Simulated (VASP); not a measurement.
# MnO2 (P4_2/mnm) in VASP: further runs

The runs below take MnO2 through relaxation of shape and atoms at fixed volume, with revPBE+D3(BJ)+U.

All numbers are computed with VASP 6.6.1; they aren't measurements. Logs are shortened: lines on timing, memory, paths and dates and some standing lists are left out, and cuts for length are marked.

## (1) The cell of the first run

Symmetry: P4_2/mnm, No. 136, tetragonal system. Conventional cell: a = 4.384 Å, b = 4.384 Å, c = 2.907 Å, α = 90.00°, β = 90.00°, γ = 90.00°. Within 2.5 Å of Mn (site symmetry mmm) lie 6 O at 1.89 Å. O (site symmetry m2m) has 3 Mn at 1.89 Å and 1 O at 2.41 Å within 2.5 Å.

## (2) Relaxation of shape and atoms at fixed volume, revPBE+D3(BJ)+U, collinear spin (9.31 Å³/atom)

Input file INCAR:

```
SYSTEM = MnO2
ALGO = Fast
EDIFF = 1E-6
EDIFFG = -0.01
ENCUT = 600
GGA = RE
IBRION = 2
ISIF = 4
ISMEAR = 0
ISPIN = 2
IVDW = 12
LASPH = .True.
LCHARG = .False.
LDAU = .True.
LDAUJ = 0 0
LDAUL = 2 -1
LDAUPRINT = 1
LDAUTYPE = 2
LDAUU = 3.9 0
LMAXMIX = 4
LORBIT = 11
LREAL = .False.
LWAVE = .False.
MAGMOM = 2.96 2.96 -0.06 -0.06 -0.06 -0.06
NELM = 150
NSW = 60
PREC = Accurate
SIGMA = 0.05
```

Input file KPOINTS:

```
k-points
0
Gamma
  6 6 8
  0 0 0
```

Input file POSCAR:

```
MnO2
1.0
    4.3844438731      0.0000000000      0.0000000000
    0.0000000000      4.3844438731      0.0000000000
    0.0000000000      0.0000000000      2.9068208413
Mn O
2 4
Direct
    0.0000000000      0.0000000000      0.0000000000
    0.5000000000      0.5000000000      0.5000000000
    0.3055586399      0.3055586399      0.0000000000
    0.1944413601      0.8055586399      0.5000000000
    0.6944413601      0.6944413601      0.0000000000
    0.8055586399      0.1944413601      0.5000000000
```

Potentials or basis: VASP PAW PBE potentials, release 64 (Mn_pv, O).

Started as:

```bash
> cat potpaw_PBE.64/Mn_pv/POTCAR potpaw_PBE.64/O/POTCAR > POTCAR
> mpirun -np 1 vasp_std > vasp.out
```

OUTCAR:

```text
SYSTEM = MnO2
   EDIFF = 1E-6
   EDIFFG = -0.01
   ENCUT = 600
   GGA = RE
   IBRION = 2
   ISIF = 4
   ISMEAR = 0
   ISPIN = 2
   IVDW = 12
   LASPH = .True.
   LORBIT = 11
   LREAL = .False.
   NELM = 150
   NSW = 60
   PREC = Accurate
 IVDW          = 12

 ion  position               nearest neighbor table
   1  0.000  0.000  0.000-   4 1.89   6 1.89   4 1.89   6 1.89   5 1.89   3 1.89
   2  0.500  0.500  0.500-   3 1.89   5 1.89   3 1.89   5 1.89   4 1.89   6 1.89
   3  0.306  0.306  0.000-   2 1.89   2 1.89   1 1.89
   4  0.194  0.806  0.500-   1 1.89   1 1.89   2 1.89
   5  0.694  0.694  0.000-   2 1.89   2 1.89   1 1.89
   6  0.806  0.194  0.500-   1 1.89   1 1.89   2 1.89

  LATTYP: Found a simple tetragonal cell.
 ALAT       =     4.3844438731
 C/A-ratio  =     0.6629850730

  Lattice vectors:

 A1 = (   4.3844438731,   0.0000000000,   0.0000000000)
 A2 = (   0.0000000000,   4.3844438731,   0.0000000000)
 A3 = (   0.0000000000,   0.0000000000,   2.9068208413)

Analysis of symmetry for initial positions (statically):
=====================================================================
 Subroutine PRICEL returns:
 Original cell was already a primitive cell.

 Routine SETGRP: Setting up the symmetry group for a
 simple tetragonal supercell.

 Subroutine GETGRP returns: Found 16 space group operations
 (whereof  8 operations were pure point group operations)
 out of a pool of 16 trial point group operations.

The static configuration has the point symmetry D_2h.
 The point group associated with its full space group is D_4h.

Analysis of symmetry for dynamics (positions and initial velocities):
=====================================================================
 Subroutine PRICEL returns:
 Original cell was already a primitive cell.

 Routine SETGRP: Setting up the symmetry group for a
 simple tetragonal supercell.

 Subroutine GETGRP returns: Found 16 space group operations
 (whereof  8 operations were pure point group operations)
 out of a pool of 16 trial point group operations.

The dynamic configuration has the point symmetry D_2h.
 The point group associated with its full space group is D_4h.

Analysis of structural, dynamic, and magnetic symmetry:
=====================================================================
 Subroutine PRICEL returns:
 Original cell was already a primitive cell.

 Routine SETGRP: Setting up the symmetry group for a
 simple tetragonal supercell.

 Subroutine GETGRP returns: Found 16 space group operations
 (whereof  8 operations were pure point group operations)
 out of a pool of 16 trial point group operations.

The overall configuration has the point symmetry D_2h.
 The point group associated with its full space group is D_4h.

 Subroutine INISYM returns: Found 16 space group operations
 (whereof  8 operations are pure point group operations),
 and found     1 'primitive' translations

----------------------------------------------------------------------------------------

                                     Primitive cell

  volume of cell :      55.8788

  direct lattice vectors                    reciprocal lattice vectors
     4.384443873  0.000000000  0.000000000     0.228079097  0.000000000  0.000000000
     0.000000000  4.384443873  0.000000000     0.000000000  0.228079097  0.000000000
     0.000000000  0.000000000  2.906820841     0.000000000  0.000000000  0.344018450

  length of vectors
     4.384443873  4.384443873  2.906820841     0.228079097  0.228079097  0.344018450

  position of ions in fractional coordinates (direct lattice)
     0.000000000  0.000000000  0.000000000
[... 128 lines left out ...]
 NGX is ok and might be reduce to    36
   NGX = 17   NGY = 17   NGZ = 11

--------------------------------------- Ionic step        1  -------------------------------------------

 number of electron      49.9999949 magnetization       6.0197331

 Free energy of the ion-electron system (eV)
  ---------------------------------------------------
  ext. energy  EPLUGINS =         0.00000000
  ---------------------------------------------------
  free energy    TOTEN  =       -40.10623372 eV

  energy without entropy =      -40.10575373  energy(sigma->0) =      -40.10599372

------------------------ aborting loop because EDIFF is reached ----------------------------------------

 Edisp (eV)   -1.92059

 E8    (eV) :    -1.2223
[... 73 lines left out ...]
  FREE ENERGIE OF THE ION-ELECTRON SYSTEM (eV)
  ---------------------------------------------------
  free  energy   TOTEN  =       -42.0272299500 eV

  energy  without entropy=      -42.0266433058  energy(sigma->0) =      -42.02693663

atom =   1  type =  1  l = 2

 onsite density matrix

spin component  1

  0.6423  0.0000  0.1913  0.0000  0.0000
  0.0000  0.7372  0.0000  0.2282  0.0000
  0.1913  0.0000  0.8376  0.0000 -0.0000
  0.0000  0.2282  0.0000  0.7372  0.0000
  0.0000  0.0000 -0.0000  0.0000  0.9728

spin component  2

  0.2340  0.0000 -0.1139  0.0000 -0.0000
  0.0000  0.2183  0.0000 -0.1150  0.0000
 -0.1139  0.0000  0.1394  0.0000  0.0000
  0.0000 -0.1150  0.0000  0.2183  0.0000
 -0.0000  0.0000  0.0000  0.0000  0.1116

 occupancies and eigenvectors

  o =  0.0634  v =  0.0000  0.0000  0.0000  0.0000  0.0000 -0.5553  0.0000 -0.8317  0.0000  0.0000      0.0000  0.0000  0.0000  0.0000  0.0000  0.0000  0.0000  0.0000  0.0000  0.0000
  o =  0.1033  v =  0.0000  0.0000  0.0000  0.0000  0.0000  0.0000  0.7071  0.0000  0.7071 -0.0000      0.0000  0.0000  0.0000  0.0000  0.0000  0.0000  0.0000  0.0000  0.0000  0.0000
  o =  0.1116  v =  0.0000  0.0000  0.0000  0.0000  0.0000 -0.0000 -0.0000 -0.0000  0.0000 -1.0000      0.0000  0.0000  0.0000  0.0000  0.0000  0.0000  0.0000  0.0000  0.0000  0.0000
  o =  0.3101  v =  0.0000  0.0000  0.0000  0.0000  0.0000 -0.8317  0.0000  0.5553  0.0000  0.0000      0.0000  0.0000  0.0000  0.0000  0.0000  0.0000  0.0000  0.0000  0.0000  0.0000
  o =  0.3333  v =  0.0000  0.0000  0.0000  0.0000  0.0000  0.0000  0.7071  0.0000 -0.7071 -0.0000      0.0000  0.0000  0.0000  0.0000  0.0000  0.0000  0.0000  0.0000  0.0000  0.0000
  o =  0.5090  v =  0.0000 -0.7071  0.0000  0.7071 -0.0000  0.0000  0.0000  0.0000  0.0000  0.0000      0.0000  0.0000  0.0000  0.0000  0.0000  0.0000  0.0000  0.0000  0.0000  0.0000
  o =  0.5252  v =  0.8529  0.0000 -0.5222  0.0000 -0.0000  0.0000  0.0000  0.0000  0.0000  0.0000      0.0000  0.0000  0.0000  0.0000  0.0000  0.0000  0.0000  0.0000  0.0000  0.0000
  o =  0.9547  v = -0.5222  0.0000 -0.8529  0.0000 -0.0000  0.0000  0.0000  0.0000  0.0000  0.0000      0.0000  0.0000  0.0000  0.0000  0.0000  0.0000  0.0000  0.0000  0.0000  0.0000
  o =  0.9653  v =  0.0000 -0.7071  0.0000 -0.7071 -0.0000  0.0000  0.0000  0.0000  0.0000  0.0000      0.0000  0.0000  0.0000  0.0000  0.0000  0.0000  0.0000  0.0000  0.0000  0.0000
  o =  0.9728  v =  0.0000  0.0000  0.0000  0.0000 -1.0000  0.0000  0.0000  0.0000  0.0000  0.0000      0.0000  0.0000  0.0000  0.0000  0.0000  0.0000  0.0000  0.0000  0.0000  0.0000

atom =   2  type =  1  l = 2

 onsite density matrix

spin component  1

  0.6423  0.0000 -0.1913  0.0000  0.0000
  0.0000  0.7372  0.0000 -0.2282  0.0000
 -0.1913  0.0000  0.8376  0.0000 -0.0000
  0.0000 -0.2282  0.0000  0.7372  0.0000
  0.0000  0.0000 -0.0000  0.0000  0.9728

spin component  2

  0.2340  0.0000  0.1139  0.0000  0.0000
  0.0000  0.2183  0.0000  0.1150  0.0000
  0.1139  0.0000  0.1394  0.0000  0.0000
  0.0000  0.1150  0.0000  0.2183  0.0000
  0.0000  0.0000  0.0000  0.0000  0.1116

 occupancies and eigenvectors

  o =  0.0634  v =  0.0000  0.0000  0.0000  0.0000  0.0000 -0.5553  0.0000  0.8317 -0.0000 -0.0000      0.0000  0.0000  0.0000  0.0000  0.0000  0.0000  0.0000  0.0000  0.0000  0.0000
  o =  0.1033  v =  0.0000  0.0000  0.0000  0.0000  0.0000  0.0000  0.7071 -0.0000 -0.7071  0.0000      0.0000  0.0000  0.0000  0.0000  0.0000  0.0000  0.0000  0.0000  0.0000  0.0000
  o =  0.1116  v =  0.0000  0.0000  0.0000  0.0000  0.0000 -0.0000 -0.0000  0.0000  0.0000  1.0000      0.0000  0.0000  0.0000  0.0000  0.0000  0.0000  0.0000  0.0000  0.0000  0.0000
  o =  0.3101  v =  0.0000  0.0000  0.0000  0.0000  0.0000 -0.8317 -0.0000 -0.5553 -0.0000 -0.0000      0.0000  0.0000  0.0000  0.0000  0.0000  0.0000  0.0000  0.0000  0.0000  0.0000
  o =  0.3333  v =  0.0000  0.0000  0.0000  0.0000  0.0000  0.0000 -0.7071  0.0000 -0.7071  0.0000      0.0000  0.0000  0.0000  0.0000  0.0000  0.0000  0.0000  0.0000  0.0000  0.0000
  o =  0.5090  v =  0.0000 -0.7071  0.0000 -0.7071 -0.0000  0.0000  0.0000  0.0000  0.0000  0.0000      0.0000  0.0000  0.0000  0.0000  0.0000  0.0000  0.0000  0.0000  0.0000  0.0000
  o =  0.5252  v = -0.8529  0.0000 -0.5222  0.0000  0.0000  0.0000  0.0000  0.0000  0.0000  0.0000      0.0000  0.0000  0.0000  0.0000  0.0000  0.0000  0.0000  0.0000  0.0000  0.0000
  o =  0.9547  v = -0.5222  0.0000  0.8529  0.0000 -0.0000  0.0000  0.0000  0.0000  0.0000  0.0000      0.0000  0.0000  0.0000  0.0000  0.0000  0.0000  0.0000  0.0000  0.0000  0.0000
  o =  0.9653  v =  0.0000  0.7071  0.0000 -0.7071  0.0000  0.0000  0.0000  0.0000  0.0000  0.0000      0.0000  0.0000  0.0000  0.0000  0.0000  0.0000  0.0000  0.0000  0.0000  0.0000
  o =  0.9728  v =  0.0000 -0.0000  0.0000  0.0000  1.0000  0.0000  0.0000  0.0000  0.0000  0.0000      0.0000  0.0000  0.0000  0.0000  0.0000  0.0000  0.0000  0.0000  0.0000  0.0000

--------------------------------------- Ionic step        3  -------------------------------------------

 number of electron      49.9999950 magnetization       6.0212481

 Free energy of the ion-electron system (eV)
  ---------------------------------------------------
  ext. energy  EPLUGINS =         0.00000000
  ---------------------------------------------------
  free energy    TOTEN  =       -40.10661304 eV

  energy without entropy =      -40.10606123  energy(sigma->0) =      -40.10633714

 E-fermi :   5.1413     XC(G=0): -11.7903

 val. band max:        5.1294442112   @ k =   0.0000   0.0000   0.1250
 cond. band min:       5.1861680170   @ k =   0.3333   0.1667   0.5000
 fundamental gap:      0.0567238058
 Fermi energy:         5.1412906312

 spin component 1

 k-point     1 :       0.0000    0.0000    0.0000
  band No.  band energies     occupation
      1     -45.8506      1.00000
      2     -45.8430      1.00000
      3     -45.8190      1.00000
      4     -45.8190      1.00000
      5     -45.7581      1.00000
      6     -45.7581      1.00000
[... 1760 lines left out ...]
  FREE ENERGIE OF THE ION-ELECTRON SYSTEM (eV)
  ---------------------------------------------------
  free  energy   TOTEN  =       -42.0273363915 eV

  energy  without entropy=      -42.0267845815  energy(sigma->0) =      -42.02706049

 reached required accuracy - stopping structural energy minimisation

 total charge

# of ion       s       p       d       tot
------------------------------------------
    1        0.356   6.468   4.816  11.640
    2        0.356   6.468   4.816  11.640
    3        1.569   3.492   0.000   5.061
    4        1.569   3.492   0.000   5.061
    5        1.569   3.492   0.000   5.061
    6        1.569   3.492   0.000   5.061
--------------------------------------------------
tot          6.986  26.904   9.633  43.523

 magnetization (x)

# of ion       s       p       d       tot
------------------------------------------
    1        0.019   0.032   3.003   3.053
    2        0.019   0.032   3.003   3.053
    3       -0.002  -0.048   0.000  -0.050
    4       -0.002  -0.048   0.000  -0.050
    5       -0.002  -0.048   0.000  -0.050
    6       -0.002  -0.048   0.000  -0.050
--------------------------------------------------
tot          0.028  -0.128   6.006   5.906
```

Run time: 6 min. Hardware: 1 thread of Oxide Virtual Turin-like, shared host; peak memory 0.29 GiB.

Results:

| Property | Result |
| --- | --- |
| Free energy | -42.0273 eV |
| Energy gained by relaxing | 0.1 meV/atom |
| Ionic steps | 3 |
| Pressure after relaxing | 8.6 GPa |
| Band gap on the k mesh | zero (filled and empty bands overlap) |
| Net moment | 6.02 μB per cell |
| Site moments | Mn +3.05; O -0.05 μB |
| Valence electrons inside the program's atomic spheres | Mn 11.64; O 5.06 |
| Dispersion energy per atom | -0.320 eV |

Stress tensor (GPa, compression positive):
```
8.68 0.00 0.00
0.00 8.68 0.00
0.00 0.00 8.47
```

Step by step:
```
step  energy change (eV)  largest force (eV/Å)  pressure (GPa)  volume (Å³)
   1              0.0000                0.0860            8.79        55.88
   2             -0.0004                0.0350            8.54        55.88
   3             -0.0005                0.0011            8.61        55.88
```

Final structure:
```
Mn O
1.0
     4.38350    0.00000    0.00000
     0.00000    4.38350    0.00000
     0.00000    0.00000    2.90807
Mn O
2 4
Cartesian
  0.0000 0.0000 0.0000
  2.1918 2.1918 1.4540
  1.3374 1.3374 0.0000
  0.8543 3.5292 1.4540
  3.0461 3.0461 0.0000
  3.5292 0.8543 1.4540
```

Eigenvalues of the final occupation matrices:
| site | spin | trace | eigenvalues |
| --- | --- | --- | --- |
| site 1 d | 1 | 3.93 | 0.51 0.53 0.95 0.97 0.97 |
| site 1 d | 2 | 0.92 | 0.06 0.10 0.11 0.31 0.33 |
| site 2 d | 1 | 3.93 | 0.51 0.53 0.95 0.97 0.97 |
| site 2 d | 2 | 0.92 | 0.06 0.10 0.11 0.31 0.33 |

Caveat: the PAW data sets were made with another functional, which shifts forces and pressure a little.

(Part 1 of 2 ends here.)

The gap in the log of VASP goes by the Fermi energy; the results here count the filled bands.